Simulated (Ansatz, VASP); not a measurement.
## Two plane-wave programs on Hf

Contents of INCAR:

```
ALGO = Normal ; EDIFF = 1E-7
ENCUT = 520 ; GGA = PS
ISIF = 2 ; ISMEAR = 0
LASPH = True ; LCHARG = False
LREAL = False ; LWAVE = False
NBANDS = 11 ; NELM = 60
PREC = Accurate ; SIGMA = 0.1
```

The input KPOINTS:

```
k-points
0
Gamma
  8 8 8
```

POSCAR

```
Hf
1.0
    0.0000000000      2.2229131116      2.2229131116
    2.2229131116      0.0000000000      2.2229131116
    2.2229131116      2.2229131116      0.0000000000
Hf
1
Direct
    0.0000000000      0.0000000000      0.0000000000
```

Input for Ansatz:

```yaml
crystal:
  lattice:
    - [0.0, 2.2229131116, 2.2229131116]
    - [2.2229131116, 0.0, 2.2229131116]
    - [2.2229131116, 2.2229131116, 0.0]
  atoms:
    - { symbol: Hf, position: [0.0, 0.0, 0.0] }
basis:
  ecutwfc: 420
kpoints:
  mp_grid: { grid: [8, 8, 8] }
hamiltonian:
  xc: pbesol
scf:
  occupations: { method: gaussian, width: 0.1 }
output:
  forces: true
  stress: true
  eigenvalues: true
```

Alike in both runs: task single point; functional PBEsol; k mesh 8 × 8 × 8; occupations gaussian, width 0.1 eV; no spin polarisation.

|  | VASP | Ansatz |
| --- | --- | --- |
| version | VASP 6.6.1 | Ansatz 0.2.0 |
| potentials or method | VASP PAW PBE potentials, release 64 (Hf_pv), cutoff 520 eV | scalar-relativistic, plane waves, PAW |
| valence electrons in the cell | 10 | 26 |

|  | VASP | Ansatz | Ansatz less VASP |
| --- | --- | --- | --- |
| gap on the k mesh at the Fermi level (eV) | none | none | - |
| pressure (GPa) | -2.3 | -2.0 | +0.39 |

VASP's potentials were made for PBE, not for PBEsol. A gap of «none» marks a metal or a gap that the smearing closes. The functional is the same, so the differences come from potentials, cutoffs and numerics. VASP's potentials hold 10 valence electrons a cell and Ansatz's 26, so a difference there can come from the potentials and not from the codes.

Neither program's run includes spin-orbit coupling.
